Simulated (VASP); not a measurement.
# Mo12C in VASP: single point with LDA

Aim: the single point of Mo12C with LDA.

All numbers are computed with VASP 6.6.1; they aren't measurements. Logs are shortened: lines on timing, memory, paths and dates and some standing lists are left out, and cuts for length are marked.

### Step 1. The cell of the first run

The cell holds a slab with vacuum, 13 atoms: a = 5.389 Å, b = 5.389 Å, c = 19.741 Å, α = 90.00°, β = 90.00°, γ = 109.47°.

### Step 2. Single point, LDA

INCAR reads:

```
PREC = Accurate ; ENCUT = 520
EDIFF = 1E-7 ; ISMEAR = 0
SIGMA = 0.1 ; LREAL = False
LASPH = True ; NELM = 80
ALGO = Normal ; ISIF = 2
LWAVE = False ; LCHARG = False
LDIPOL = True ; IDIPOL = 3
DIPOL = 0.5 0.5 0.325 ; NBANDS = 98
```

KPOINTS reads:

```
regular mesh
0
Gamma
  5 5 1
```

POSCAR reads:

```
Mo12C
1.0
    5.3887247571      0.0000000000      0.0000000000
   -1.7962415857      5.0805384236      0.0000000000
    0.0000000000      0.0000000000     19.7413781192
Mo C
12 1
Direct
    0.2500000000      0.2500000000      0.2026200996
    0.2500000000      0.7500000000      0.2026200996
    0.7500000000      0.2500000000      0.2026200996
    0.7500000000      0.7500000000      0.2026200996
    0.0000000000      0.0000000000      0.3100443415
    0.0000000000      0.5000000000      0.3100443415
    0.5000000000      0.0000000000      0.3100443415
    0.5000000000      0.5000000000      0.3100443415
    0.2500000000      0.2500000000      0.4174672138
    0.2500000000      0.7500000000      0.4174672138
    0.7500000000      0.2500000000      0.4174672138
    0.7500000000      0.7500000000      0.4174672138
    0.2500000000      0.3333333333      0.5052624735
```

Potentials or basis: VASP PAW LDA potentials, release 64 (Mo_sv, C).

Launch:

```
cat potpaw_LDA.64/Mo_sv/POTCAR potpaw_LDA.64/C/POTCAR > POTCAR
mpirun -np 1 vasp_std > vasp.out
```

OUTCAR:

```text
PREC = Accurate
   ENCUT = 520
   EDIFF = 1E-7
   ISMEAR = 0
   LREAL = False
   LASPH = True
   NELM = 80
   ISIF = 2

 ion  position               nearest neighbor table
   1  0.250  0.250  0.203-   5 2.63   8 2.63   3 2.69   3 2.69   2 2.69   2 2.69   7 3.06   6 3.06
                             4 3.11   4 3.11
   2  0.250  0.750  0.203-   6 2.63   7 2.63   4 2.69   4 2.69   1 2.69   1 2.69   5 3.06   8 3.06
                             3 3.11   3 3.11
   3  0.750  0.250  0.203-   6 2.63   7 2.63   1 2.69   1 2.69   4 2.69   4 2.69   5 3.06   8 3.06
                             2 3.11   2 3.11
   4  0.750  0.750  0.203-   5 2.63   8 2.63   2 2.69   2 2.69   3 2.69   3 2.69   7 3.06   6 3.06
                             1 3.11   1 3.11
   5  0.000  0.000  0.310-   9 2.63  12 2.63   1 2.63   4 2.63   7 2.69   7 2.69   6 2.69   6 2.69
                            11 3.06  10 3.06   3 3.06   2 3.06   8 3.11   8 3.11
   6  0.000  0.500  0.310-  10 2.63  11 2.63   2 2.63   3 2.63   8 2.69   8 2.69   5 2.69   5 2.69
                             9 3.06  12 3.06   1 3.06   4 3.06   7 3.11   7 3.11
   7  0.500  0.000  0.310-  10 2.63  11 2.63   2 2.63   3 2.63   5 2.69   5 2.69   8 2.69   8 2.69
                             9 3.06  12 3.06   1 3.06   4 3.06   6 3.11   6 3.11
   8  0.500  0.500  0.310-   9 2.63  12 2.63   1 2.63   4 2.63   6 2.69   6 2.69   7 2.69   7 2.69
                            11 3.06  10 3.06   3 3.06   2 3.06   5 3.11   5 3.11
   9  0.250  0.250  0.417-  13 1.79   8 2.63   5 2.63  11 2.69  11 2.69  10 2.69  10 2.69   6 3.06
                             7 3.06  12 3.11  12 3.11
  10  0.250  0.750  0.417-   6 2.63   7 2.63  12 2.69  12 2.69   9 2.69   9 2.69   5 3.06   8 3.06
                            11 3.11  11 3.11
  11  0.750  0.250  0.417-   6 2.63   7 2.63   9 2.69   9 2.69  12 2.69  12 2.69   5 3.06   8 3.06
                            10 3.11  10 3.11
  12  0.750  0.750  0.417-   5 2.63   8 2.63  10 2.69  10 2.69  11 2.69  11 2.69   7 3.06   6 3.06
                             9 3.11   9 3.11
  13  0.250  0.333  0.505-   9 1.79

  LATTYP: Found a base centered orthorhombic cell.
 ALAT       =     6.2223633782
 B/A-ratio  =     1.4142135624
 C/A-ratio  =     3.1726495094

  Lattice vectors:

 A1 = (   5.3887247571,   0.0000000000,   0.0000000000)
 A2 = (  -1.7962415857,   5.0805384236,   0.0000000000)
 A3 = (   0.0000000000,   0.0000000000,  19.7413781192)

Analysis of symmetry for initial positions (statically):
=====================================================================
 Subroutine PRICEL returns:
 Original cell was already a primitive cell.

 Routine SETGRP: Setting up the symmetry group for a
 base centered orthorhombic supercell.

 Subroutine GETGRP returns: Found  1 space group operations
 (whereof  1 operations were pure point group operations)
 out of a pool of  8 trial point group operations.

The static configuration has the point symmetry C_1 .

[... 148 lines left out ...]
   LHFCALC =     F    Hartree Fock is set to
   AEXX    =    0.0000 exact exchange contribution
   IVDW    =     0    specifies the selected vdW correction
   LEPSILON=     F    determine dielectric tensor
   LRPA    =     F    only Hartree local field effects (RPA)
 non-spin polarized calculation
 Gauss-broadening in eV      SIGMA  =   0.10
  energy-cutoff  :      520.00
  volume of cell :      540.47
 maximum number of plane-waves:     14600
   NGX = 21   NGY = 21   NGZ = 73

 dipolmoment           0.000000      0.000000     -0.042199 electrons x Angstroem

 number of electron     171.9999997 magnetization

 dipolmoment           0.000000      0.000000      0.158629 electrons x Angstroem

 Free energy of the ion-electron system (eV)
  ---------------------------------------------------
  ext. energy  EPLUGINS =         0.00000000
  ---------------------------------------------------
  free energy    TOTEN  =      -141.31117616 eV

  energy without entropy =     -141.23962121  energy(sigma->0) =     -141.27539868

 E-fermi :   0.9451     XC(G=0):  -5.8674

 val. band max:        0.9441727545   @ k =   0.2000   0.2000   0.0000
 cond. band min:       0.9551995215   @ k =  -0.2000   0.2000   0.0000
 fundamental gap:      0.0110267670
 Fermi energy:         0.9451140472

 k-point     1 :       0.0000    0.0000    0.0000
  band No.  band energies     occupation
      1     -59.9426      2.00000
      2     -59.7193      2.00000
      3     -59.6978      2.00000
      4     -59.6753      2.00000
      5     -59.6415      2.00000
      6     -59.5968      2.00000
[... 1302 lines left out ...]
     97       1.8020      0.00000
     98       1.8932      0.00000

------------------------ aborting loop because EDIFF is reached ----------------------------------------

 vacuum level on the upper side and lower side of the slab       (xc-potential included)         0.475        -0.557

  FORCE on cell =-STRESS in cart. coord.  units (eV):
  Direction    XX          YY          ZZ          XY          YZ          ZX
  --------------------------------------------------------------------------------------
  -------------------------------------------------------------------------------------
  Total      -10.0162063     -8.8871716      4.1197112      0.4630826      1.7991513     -0.5537773
  in kB      -29.6920810    -26.3451661     12.2124879      1.3727638      5.3334111     -1.6416195
  external PRESSURE =     -14.6082530 kB  Pullay stress =       0.0000000 kB

 VOLUME and BASIS-vectors are now :
 -----------------------------------------------------------------------------
  energy-cutoff  :      520.00
  volume of cell :      540.47
      direct lattice vectors                 reciprocal lattice vectors
     5.388724757  0.000000000  0.000000000     0.185572662  0.065609844  0.000000000
    -1.796241586  5.080538424  0.000000000     0.000000000  0.196829532  0.000000000
     0.000000000  0.000000000 19.741378119     0.000000000  0.000000000  0.050655025

 POSITION                                       TOTAL-FORCE (eV/Angst)
 -----------------------------------------------------------------------------------
      0.89812      1.27013      4.00000         0.036531      0.033369     -0.027495
      0.00000      3.81040      4.00000        -0.033284     -0.008558     -0.214911
      3.59248      1.27013      4.00000         0.015910     -0.009037     -0.197244
      2.69436      3.81040      4.00000         0.003994      0.059270      0.216325
      0.00000      0.00000      6.12070        -0.282258     -0.464645     -0.729457
     -0.89812      2.54027      6.12070        -0.151740      0.006516      0.034817
      2.69436      0.00000      6.12070         0.124623     -0.125015      0.132397
      1.79624      2.54027      6.12070         0.406848      0.524212     -0.863899
      0.89812      1.27013      8.24138        -0.269711     -0.577318      0.118083
      0.00000      3.81040      8.24138         0.115405     -0.553831      0.954907
      3.59248      1.27013      8.24138        -0.042499      0.039152      0.649663
      2.69436      3.81040      8.24138         0.219802     -0.073855     -0.212164
      0.74843      1.69351      9.97458        -0.143622      1.149740      0.138978
 -----------------------------------------------------------------------------------
    total drift:                                0.000023     -0.000029      0.000112

  FREE ENERGIE OF THE ION-ELECTRON SYSTEM (eV)
  ---------------------------------------------------
  free  energy   TOTEN  =      -141.3111761590 eV

  energy  without entropy=     -141.2396212099  energy(sigma->0) =     -141.27539868

 vacuum level on the upper side and lower side of the slab         6.948         5.882
```

OSZICAR:

```text
N       E                     dE             d eps       ncg     rms          rms(c)
DAV:   1     0.211304005316E+04    0.21130E+04   -0.10718E+05  3188   0.160E+03
DAV:   2    -0.515906097326E+02   -0.21646E+04   -0.21243E+04  2758   0.506E+02
DAV:   3    -0.148706180893E+03   -0.97116E+02   -0.93728E+02  3488   0.902E+01
[... 31 lines left out ...]
DAV:  35    -0.141311174255E+03   -0.41176E-05   -0.21443E-07  1872   0.115E-03    0.534E-04
DAV:  36    -0.141311175501E+03   -0.12458E-05   -0.70655E-08  1776   0.650E-04    0.325E-04
DAV:  37    -0.141311175916E+03   -0.41503E-06   -0.27142E-08  1600   0.450E-04    0.235E-04
DAV:  38    -0.141311176088E+03   -0.17154E-06   -0.16079E-08  1568   0.294E-04    0.130E-04
DAV:  39    -0.141311176159E+03   -0.71435E-07   -0.77861E-09  1528   0.179E-04
   1 F= -.14131118E+03 E0= -.14127540E+03  d E =-.715549E-01
```

stdout:

```text
POSCAR found type information on POSCAR MoC
 POSCAR found :  2 types and      13 ions
 scaLAPACK will be used
 LDA part: xc-table for (Slater(with rela. corr.)+CA(PZ))
 , standard interpolation
 POSCAR, INCAR and KPOINTS ok, starting setup
 FFT: planning ... GRIDC
 FFT: planning ... GRID_SOFT
 FFT: planning ... GRID
 WAVECAR not read
 entering main loop
```

Run time: 67 min. Hardware: 1 thread of Intel Xeon 8259CL, shared host; peak memory 0.71 GiB.

What came out:

```yaml
Free_energy: -141.3112 eV
Largest_force: 1.167 eV/Å
Band_gap_on_the_k_mesh: zero (bands 86 and 87 overlap by 1.62 eV)
```

Forces on the atoms (eV/Å):
```
Mo   0.037  0.033 -0.027
Mo  -0.033 -0.009 -0.215
Mo   0.016 -0.009 -0.197
Mo   0.004  0.059  0.216
Mo  -0.282 -0.465 -0.729
Mo  -0.152  0.007  0.035
Mo   0.125 -0.125  0.132
Mo   0.407  0.524 -0.864
Mo  -0.270 -0.577  0.118
Mo   0.115 -0.554  0.955
Mo  -0.042  0.039  0.650
Mo   0.220 -0.074 -0.212
C   -0.144  1.150  0.139
```

Levels at points of the mesh, in eV from the Fermi level:
| k point | band 83 | band 84 | band 85 | band 86 | band 87 | band 88 | band 89 | band 90 |
| --- | --- | --- | --- | --- | --- | --- | --- | --- |
| (0.00, 0.00, 0.00) | 0.29 | 0.32 | 1.04 | 1.11 | 1.26 | 1.35 | 1.37 | 1.41 |
